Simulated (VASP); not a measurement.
Set up this calculation in VASP 6.6.1, as the native input.

| Property | Result |
| --- | --- |
| Task | single point |
| Functional | PBE |
| Potentials or basis | VASP PAW PBE potentials, release 64 (Cu) |
| Cutoff | 600 eV |
| k mesh | 14 × 14 × 14 |
| Occupations | tetrahedron |
| Spin | no spin polarisation |
| Dipole correction | no |
| Further INCAR settings | ALGO = Normal; EDIFF = 1e-06; NBANDS = 12 |

The structure of Cu lies in POSCAR:

```
Cu
1.0
    0.0000000000      1.7966500000      1.7966500000
    1.7966500000      0.0000000000      1.7966500000
    1.7966500000      1.7966500000      0.0000000000
Cu
1
Direct
    0.0000000000      0.0000000000      0.0000000000
```

One way to write it, as run:

INCAR

```
PREC = Accurate ; ENCUT = 600
EDIFF = 1E-6 ; ISMEAR = -5
SIGMA = 0.1 ; LREAL = False
LASPH = True ; NELM = 120
ALGO = Normal ; ISIF = 2
LWAVE = False ; LCHARG = False
GGA = PE ; NBANDS = 12
GGA_COMPAT = False
```

KPOINTS

```
regular mesh
0
Gamma
  14 14 14
```

Potentials or basis: VASP PAW PBE potentials, release 64 (Cu).

Launch:

```sh
$ cat potpaw_PBE.64/Cu/POTCAR > POTCAR
$ mpirun -np 1 vasp_std > vasp.out
```

It gave:

```
Pressure : 5.1 GPa
```

Caveat: tetrahedron occupations give inexact forces and stress in metals.

Wall time 25 s on 1 thread of AMD EPYC 7R13, with other jobs on the host, peak memory 0.1 GiB.
